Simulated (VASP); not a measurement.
# AlN (P6_3mc) in VASP: notebook

The runs below take AlN through single point, with PBE.

Everything below comes from runs of VASP 6.6.1. Logs are shortened: lines on timing, memory, paths and dates and some standing lists are left out, and cuts for length are marked.

### Step 1. The cell of the first run

It takes space group P6_3mc (No. 186, hexagonal). The conventional cell has a = 2.982 Å, b = 2.982 Å, c = 4.779 Å, α = 90.00°, β = 90.00°, γ = 120.00°. Al (site symmetry 3m) has 4 N at 1.81 to 1.83 Å within 2.4 Å. Within 2.4 Å of N (site symmetry 3m) lie 4 Al at 1.81 to 1.83 Å.

### Step 2. Single point, PBE (strain -4.0%)

Input file INCAR:

```
PREC = Accurate
ENCUT = 520
EDIFF = 1E-7
ISMEAR = 0
SIGMA = 0.01
LREAL = False
LASPH = True
NELM = 80
ALGO = Normal
ISIF = 2
LWAVE = False
LCHARG = True
GGA = PE
LELF = True
LVHAR = True
NBANDS = 16
```

Input file KPOINTS:

```
Automatic mesh
0
Gamma
  6 6 4
```

Input file POSCAR:

```
AlN
1.0
    2.9824260097      0.0000000000      0.0000000000
   -1.4912130049      2.5828566893      0.0000000000
    0.0000000000      0.0000000000      4.7794478898
Al N
2 2
Direct
    0.3333333333      0.6666666667     -0.0036428645
    0.6666666667      0.3333333333      0.4963571355
    0.3333333333      0.6666666667      0.3786428645
    0.6666666667      0.3333333333      0.8786428645
```

Potentials or basis: VASP PAW PBE potentials, release 64 (Al, N).

Run with:

```
$ cat potpaw_PBE.64/Al/POTCAR potpaw_PBE.64/N/POTCAR > POTCAR
$ mpirun -np 1 vasp_std > vasp.out
```

OUTCAR:

```text
PREC = Accurate
   ENCUT = 520
   EDIFF = 1E-7
   ISMEAR = 0
   LREAL = False
   LASPH = True
   NELM = 80
   ISIF = 2
   GGA = PE

 ion  position               nearest neighbor table
   1  0.333  0.667  0.996-   4 1.81   4 1.81   4 1.81   3 1.83   2 2.95   2 2.95   2 2.95   2 2.95
                             2 2.95   2 2.95
   2  0.667  0.333  0.496-   3 1.81   3 1.81   3 1.81   4 1.83   1 2.95   1 2.95   1 2.95   1 2.95
                             1 2.95   1 2.95
   3  0.333  0.667  0.379-   2 1.81   2 1.81   2 1.81   1 1.83
   4  0.667  0.333  0.879-   1 1.81   1 1.81   1 1.81   2 1.83

  LATTYP: Found a hexagonal cell.
 ALAT       =     2.9824260097
 C/A-ratio  =     1.6025369529

  Lattice vectors:

 A1 = (   2.9824260097,   0.0000000000,   0.0000000000)
 A2 = (  -1.4912130049,   2.5828566893,   0.0000000000)
 A3 = (   0.0000000000,   0.0000000000,   4.7794478898)

Analysis of symmetry for initial positions (statically):
=====================================================================
 Subroutine PRICEL returns:
 Original cell was already a primitive cell.

 Routine SETGRP: Setting up the symmetry group for a
 hexagonal supercell.

 Subroutine GETGRP returns: Found 12 space group operations
 (whereof  6 operations were pure point group operations)
 out of a pool of 24 trial point group operations.

The static configuration has the point symmetry C_3v.
 The point group associated with its full space group is C_6v.

Analysis of symmetry for dynamics (positions and initial velocities):
=====================================================================
 Subroutine PRICEL returns:
 Original cell was already a primitive cell.

 Routine SETGRP: Setting up the symmetry group for a
 hexagonal supercell.

 Subroutine GETGRP returns: Found 12 space group operations
 (whereof  6 operations were pure point group operations)
 out of a pool of 24 trial point group operations.

The dynamic configuration has the point symmetry C_3v.
 The point group associated with its full space group is C_6v.

 Subroutine INISYM returns: Found 12 space group operations
 (whereof  6 operations are pure point group operations),
 and found     1 'primitive' translations

----------------------------------------------------------------------------------------

                                     Primitive cell

  volume of cell :      36.8169

  direct lattice vectors                    reciprocal lattice vectors
     2.982426010  0.000000000  0.000000000     0.335297505  0.193584105  0.000000000
    -1.491213005  2.582856689  0.000000000     0.000000000  0.387168210  0.000000000
     0.000000000  0.000000000  4.779447890     0.000000000  0.000000000  0.209229188

  length of vectors
     2.982426010  2.982426010  4.779447890     0.387168210  0.387168210  0.209229188

  position of ions in fractional coordinates (direct lattice)
     0.333333333  0.666666667  0.996357135
     0.666666667  0.333333333  0.496357135
     0.333333333  0.666666667  0.378642865
     0.666666667  0.333333333  0.878642865

  ion indices of the primitive-cell ions
   primitive index   ion index
                 1           1
                 2           2
                 3           3
                 4           4

----------------------------------------------------------------------------------------

 KPOINTS: Automatic mesh

Automatic generation of k-mesh.
 Grid dimensions read from file:
 generate k-points for:    6    6    4

 Generating k-lattice:

  Cartesian coordinates                     Fractional coordinates (reciprocal lattice)
     0.055882918  0.032264017  0.000000000     0.166666667  0.000000000  0.000000000
     0.000000000  0.064528035  0.000000000     0.000000000  0.166666667  0.000000000
     0.000000000  0.000000000  0.052307297     0.000000000  0.000000000  0.250000000

  Length of vectors
     0.064528035  0.064528035  0.052307297

  Shift w.r.t. Gamma in fractional coordinates (k-lattice)
     0.000000000  0.000000000  0.000000000

 Subroutine IBZKPT returns following result:
 ===========================================

 Found     21 irreducible k-points:

 Following reciprocal coordinates:
            Coordinates               Weight
  0.000000  0.000000  0.000000      1.000000
  0.166667  0.000000  0.000000      6.000000
  0.333333  0.000000  0.000000      6.000000
  0.500000  0.000000  0.000000      3.000000
  0.166667  0.166667  0.000000      6.000000
  0.333333  0.166667  0.000000     12.000000
[... 13 lines left out ...]
  0.333333  0.166667  0.500000     12.000000
  0.333333  0.333333  0.500000      2.000000
   k-points           NKPTS =     21   k-points in BZ     NKDIM =     21   number of bands    NBANDS=     16
   number of dos      NEDOS =    301   number of ions     NIONS =      4
   total plane-waves  NPLWV =  20736
   dimension x,y,z NGX =    24 NGY =   24 NGZ =   36
   dimension x,y,z NGXF=    48 NGYF=   48 NGZF=   72
   ions per type =               2   2
   NGX,Y,Z   is equivalent  to a cutoff of  13.38, 13.38, 12.52 a.u.
   NGXF,Y,Z  is equivalent  to a cutoff of  26.76, 26.76, 25.04 a.u.
 SYSTEM =  unknown system
   PREC   = accura    normal or accurate (medium, high low for compatibility)
   ISTART =      0    job   : 0-new  1-cont  2-samecut
   ICHARG =      2    charge: 1-file 2-atom 10-const
   ISPIN  =      1    spin polarized calculation?
   LNONCOLLINEAR =      F non collinear calculations
   LSORBIT =      F    spin-orbit coupling
   LASPH  =      T    aspherical Exc in radial PAW
   ENCUT  =  520.0 eV  38.22 Ry    6.18 a.u.   5.55  5.55  8.89*2*pi/ulx,y,z
   NELM   =     80;   NELMIN=  2; NELMDL= -5     # of ELM steps
   EDIFF  = 0.1E-06   stopping-criterion for ELM
   LREAL  =      F    real-space projection
   EDIFFG = 0.1E-05   stopping-criterion for IOM
   NSW    =      0    number of steps for IOM
   IBRION =     -1    ionic relax: 0-MD 1-quasi-New 2-CG
   NFREE  =      0    steps in history (QN), initial steepest desc. (CG)
   ISIF   =      2    stress and relaxation
   ISYM   =      2    0-nonsym 1-usesym 2-fastsym
   POTIM  = 0.5000    time-step for ionic-motion
   TEBEG  =    0.0;   TEEND  =   0.0 temperature during run
   PSTRESS=    0.0 pullay stress
   NELECT =      16.0000    total number of electrons
   NUPDOWN=      -1.0000    fix difference up-down
   EMIN   =  10.00;   EMAX   =-10.00  energy-range for DOS
   EFERMI =   0.00;   METHOD = LEGACY
   ISMEAR =     0;   SIGMA  =   0.01  broadening in eV -4-tet -1-fermi 0-gaus
   EFERMI_NEDOS =   21; number of points for ismear=-14 and -15
   IALGO  =     38    algorithm
   IMIX   =      4    mixing-type and parameters
     AMIX     =   0.40;   BMIX     =  1.00
     AMIX_MAG =   1.60;   BMIX_MAG =  1.00
  volume/ion in A,a.u.               =       9.20        62.11
  Fermi-wavevector in a.u.,A,eV,Ry     =   1.240030  2.343317 20.921336  1.537675
  Thomas-Fermi vector in A             =   2.374488
   LORBIT       =      0    0 simple, 1 ext, 2 COOP (PROOUT), +10 PAW based schemes
   GGA     = PE    functional components
   LHFCALC =     F    Hartree Fock is set to
   AEXX    =    0.0000 exact exchange contribution
   IVDW    =     0    specifies the selected vdW correction
   LEPSILON=     F    determine dielectric tensor
   LRPA    =     F    only Hartree local field effects (RPA)
 non-spin polarized calculation
 Gauss-broadening in eV      SIGMA  =   0.01
  energy-cutoff  :      520.00
  volume of cell :       36.82
 maximum number of plane-waves:      1014
 NGX is ok and might be reduce to    24
   NGX = 11   NGY = 11   NGZ = 17

 number of electron      16.0000002 magnetization

 Free energy of the ion-electron system (eV)
  ---------------------------------------------------
  ext. energy  EPLUGINS =         0.00000000
  ---------------------------------------------------
  free energy    TOTEN  =       -29.18830362 eV

  energy without entropy =      -29.18830362  energy(sigma->0) =      -29.18830362

 E-fermi :   7.4870     XC(G=0): -11.4722

 val. band max:        7.4411557425   @ k =   0.0000   0.0000   0.0000
 cond. band min:      12.5323620920   @ k =   0.3333   0.3333   0.0000
 fundamental gap:      5.0912063495
 Fermi energy:         7.4869909331

 k-point     1 :       0.0000    0.0000    0.0000
  band No.  band energies     occupation
      1      -8.5509      2.00000
      2      -5.9928      2.00000
      3       0.8449      2.00000
      4       6.5123      2.00000
      5       6.5123      2.00000
      6       7.1852      2.00000
[... 8 lines left out ...]
     15      21.8305      0.00000
     16      21.8305      0.00000

 k-point     2 :       0.1667    0.0000    0.0000
  band No.  band energies     occupation
      1      -8.1492      2.00000
      2      -5.7691      2.00000
      3       1.3040      2.00000
      4       4.9895      2.00000
      5       5.8870      2.00000
      6       6.0787      2.00000
[... 8 lines left out ...]
     15      21.1050      0.00000
     16      21.1158      0.00000

 k-point     3 :       0.3333    0.0000    0.0000
  band No.  band energies     occupation
      1      -7.0959      2.00000
      2      -5.3664      2.00000
      3       2.4953      2.00000
      4       2.6337      2.00000
      5       3.9066      2.00000
      6       5.4396      2.00000
[... 8 lines left out ...]
     15      20.9557      0.00000
     16      23.1494      0.00000

 k-point     4 :       0.5000    0.0000    0.0000
  band No.  band energies     occupation
      1      -6.2095      2.00000
      2      -5.3904      2.00000
      3       1.4984      2.00000
      4       2.9581      2.00000
      5       3.7916      2.00000
      6       5.1751      2.00000
[... 8 lines left out ...]
     15      21.2721      0.00000
     16      24.2015      0.00000

 k-point     5 :       0.1667    0.1667    0.0000
  band No.  band energies     occupation
      1      -7.4148      2.00000
      2      -5.4457      2.00000
      3       2.1703      2.00000
      4       3.7891      2.00000
      5       3.8112      2.00000
      6       5.6652      2.00000
[... 8 lines left out ...]
     15      21.4396      0.00000
     16      22.6588      0.00000

 k-point     6 :       0.3333    0.1667    0.0000
  band No.  band energies     occupation
      1      -6.3116      2.00000
      2      -5.2992      2.00000
      3       2.0134      2.00000
      4       3.2285      2.00000
      5       3.6206      2.00000
      6       4.4595      2.00000
[... 8 lines left out ...]
     15      21.2326      0.00000
     16      23.6901      0.00000
[... 210 lines left out ...]
 k-point    18 :       0.5000    0.0000    0.5000
  band No.  band energies     occupation
      1      -5.7614      2.00000
      2      -5.7614      2.00000
      3       1.3226      2.00000
      4       1.3226      2.00000
      5       5.8543      2.00000
      6       5.8543      2.00000
[... 8 lines left out ...]
     15      21.8086      0.00000
     16      21.8086      0.00000

 k-point    19 :       0.1667    0.1667    0.5000
  band No.  band energies     occupation
      1      -6.5586      2.00000
      2      -6.5586      2.00000
      3       2.9432      2.00000
      4       2.9432      2.00000
      5       5.3974      2.00000
      6       5.3974      2.00000
[... 8 lines left out ...]
     15      21.5292      0.00000
     16      21.5292      0.00000

 k-point    20 :       0.3333    0.1667    0.5000
  band No.  band energies     occupation
      1      -5.7912      2.00000
      2      -5.7912      2.00000
      3       1.8428      2.00000
      4       1.8428      2.00000
      5       4.5329      2.00000
      6       4.5329      2.00000
[... 8 lines left out ...]
     15      22.1465      0.00000
     16      22.1465      0.00000

 k-point    21 :       0.3333    0.3333    0.5000
  band No.  band energies     occupation
      1      -5.5090      2.00000
      2      -5.5090      2.00000
      3       2.2511      2.00000
      4       2.2511      2.00000
      5       3.0915      2.00000
      6       3.0915      2.00000
[... 8 lines left out ...]
     15      22.0459      0.00000
     16      22.0459      0.00000

------------------------ aborting loop because EDIFF is reached ----------------------------------------

  FORCE on cell =-STRESS in cart. coord.  units (eV):
  Direction    XX          YY          ZZ          XY          YZ          ZX
  --------------------------------------------------------------------------------------
  -------------------------------------------------------------------------------------
  Total        8.7935329      8.7935329      8.0254891     -0.0000000      0.0000000     -0.0000000
  in kB      382.6716218    382.6716218    349.2483568     -0.0000000      0.0000000     -0.0000000
  external PRESSURE =     371.5305334 kB  Pullay stress =       0.0000000 kB

 VOLUME and BASIS-vectors are now :
 -----------------------------------------------------------------------------
  energy-cutoff  :      520.00
  volume of cell :       36.82
      direct lattice vectors                 reciprocal lattice vectors
     2.982426010  0.000000000  0.000000000     0.335297505  0.193584105  0.000000000
    -1.491213005  2.582856689  0.000000000     0.000000000  0.387168210  0.000000000
     0.000000000  0.000000000  4.779447890     0.000000000  0.000000000  0.209229188

 POSITION                                       TOTAL-FORCE (eV/Angst)
 -----------------------------------------------------------------------------------
     -0.00000      1.72190      4.76204        -0.000000      0.000000     -0.007157
      1.49121      0.86095      2.37231         0.000000     -0.000000     -0.007157
     -0.00000      1.72190      1.80970         0.000000      0.000000      0.007157
      1.49121      0.86095      4.19943        -0.000000      0.000000      0.007157
 -----------------------------------------------------------------------------------
    total drift:                               -0.000000      0.000000     -0.000178

  FREE ENERGIE OF THE ION-ELECTRON SYSTEM (eV)
  ---------------------------------------------------
  free  energy   TOTEN  =       -29.1883036192 eV

  energy  without entropy=      -29.1883036192  energy(sigma->0) =      -29.18830362
```

Run time: 10 s. Hardware: 1 thread of Intel Xeon 8259CL, shared host; peak memory 0.15 GiB.

Results:

```
Free energy            : -29.1883 eV
Pressure               : 37.2 GPa
Largest force          : 0.007 eV/Å
Band gap on the k mesh : 5.09 eV, indirect (least direct gap 5.36 eV)
```

Forces on the atoms (eV/Å):
```
Al   0.000  0.000 -0.007
Al   0.000  0.000 -0.007
N    0.000  0.000  0.007
N    0.000  0.000  0.007
```

Levels at points of the mesh, in eV from the valence-band top:
| k point | band 4 | band 5 | band 6 | band 7 | band 8 | band 9 | band 10 | band 11 | band 12 | band 13 |
| --- | --- | --- | --- | --- | --- | --- | --- | --- | --- | --- |
| (0.00, 0.00, 0.00) | -0.93 | -0.93 | -0.26 | -0.26 | 0.00 | 5.36 | 7.80 | 11.67 | 12.08 | 12.08 |
| (0.50, 0.00, 0.00) | -4.48 | -3.65 | -2.27 | -1.96 | -0.74 | 6.06 | 6.26 | 9.30 | 11.19 | 11.64 |
| (0.00, 0.00, 0.50) | -3.55 | -0.60 | -0.60 | -0.60 | -0.60 | 7.60 | 7.60 | 11.39 | 11.39 | 12.42 |
| (0.50, 0.00, 0.50) | -6.12 | -1.59 | -1.59 | -1.49 | -1.49 | 5.73 | 5.73 | 10.03 | 10.03 | 13.36 |

Caveat: the cell differs from its parent crystal (strain -4.0%). A k mesh can miss the band edges.

(Continued in part 2 of 2.)
